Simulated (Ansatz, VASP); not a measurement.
**Two plane-wave programs on Al4Co3Ni**

```
Al Co Ni
1.0
     5.92342    0.00000    0.00000
     0.00000    5.92342    0.00000
     0.00000    0.00000    2.96171
Al Co Ni
4 3 1
Direct
  0.25000 0.75000 0.00000
  0.25000 0.25000 0.00000
  0.75000 0.75000 0.00000
  0.75000 0.25000 0.00000
  0.50000 0.00000 0.50000
  0.00000 0.00000 0.50000
  0.00000 0.50000 0.50000
  0.50000 0.50000 0.50000
```

Alike in both runs: task single point; functional PBE; k mesh 4 × 4 × 6; occupations gaussian, width 0.1 eV; collinear spin.

|  | VASP | Ansatz |
| --- | --- | --- |
| version | VASP 6.6.1 | Ansatz 0.2.0 |
| potentials or method | VASP PAW PBE potentials, release 64 (Al, Co, Ni), cutoff 520 eV | scalar-relativistic, plane waves, PAW |
| valence electrons in the cell | 49 | 81 |

|  | VASP | Ansatz | Ansatz less VASP |
| --- | --- | --- | --- |
| gap on the k mesh at the Fermi level (eV) | none | none | - |
| pressure (GPa) | -13.7 | -13.7 | +0.01 |
| traceless stress, the component that is largest in VASP (GPa) | 0.24 | 0.31 | +0.064 |
| rms of the force components (eV/Å) | 0.131 | 0.131 | +0.0002 |
| net moment per atom (μB) | 0.12 | 0.13 | +0.004 |
| size of the moment on the site where the two differ most (μB) | 0.39 | 0.41 | +0.028 |

Site moments also hang on the region over which each program counts them. Atom by atom the forces differ by 0.000 eV/Å (rms over components). A gap of «none» marks a metal or a gap that the smearing closes. VASP's potentials hold 49 valence electrons a cell and Ansatz's 81, so a difference there can come from the potentials and not from the codes. Ansatz's warnings: seeded moment not kept.
